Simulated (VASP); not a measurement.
Crystal: InAs5.

```
CELL_PARAMETERS angstrom
5.89021 0.00000 0.00000
-2.94510 5.10107 0.00000
0.00000 0.00000 4.96911
ATOMIC_POSITIONS crystal
In 0.00000 0.00000 0.00000
As 0.33333 0.66667 0.00000
As 0.66667 0.33333 0.00000
As 0.50000 0.00000 0.50000
As 0.50000 0.50000 0.50000
As 0.00000 0.50000 0.50000
```

| Property | Result |
| --- | --- |
| Program | VASP 6.6.1 |
| Task | relaxation of cell and atoms |
| Functional | PBE |
| Potentials or basis | VASP PAW PBE potentials, release 64 (In_d, As) |
| Cutoff | 600 eV |
| k mesh | 6 × 6 × 8 |
| Occupations | gaussian, width 0.1 eV |
| Spin | no spin polarisation |

At the start: pressure -4.7 GPa; volume 24.88 Å³/atom.

Problem. Where does the relaxation end?

Solution. Over 10 steps the energy falls by 55.4 meV/atom and the volume is 22.22 Å³/atom (-10.7 %); space group P6/mmm (No. 191, to 0.05 Å).

Step by step:
| step | energy change (eV) | largest force (eV/Å) | pressure (GPa) | volume (Å³) |
| --- | --- | --- | --- | --- |
| 1 | 0.0000 | 0.0000 | -4.71 | 149.30 |
| 2 | -0.2335 | 0.0000 | 0.34 | 134.04 |
| 3 | -0.2342 | 0.0000 | 0.02 | 134.76 |
| 4 | -0.2447 | 0.0000 | 0.05 | 134.54 |
| 5 | -0.2911 | 0.0000 | 0.11 | 133.84 |
| 6 | -0.3222 | 0.0000 | 0.52 | 132.21 |
| 7 | -0.3314 | 0.0000 | 0.23 | 132.86 |
| 8 | -0.3318 | 0.0000 | 0.27 | 132.75 |
| 9 | -0.3303 | 0.0000 | -0.50 | 134.44 |
| 10 | -0.3322 | 0.0000 | 0.01 | 133.31 |

Final structure:
```
In As
1.0
     5.51593    0.00000    0.00000
    -2.75797    4.77694    0.00000
     0.00000    0.00000    5.05951
In As
1 5
Direct
  0.00000 0.00000 0.00000
  0.33333 0.66667 0.00000
  0.66667 0.33333 0.00000
  0.50000 0.00000 0.50000
  0.50000 0.50000 0.50000
  0.00000 0.50000 0.50000
```
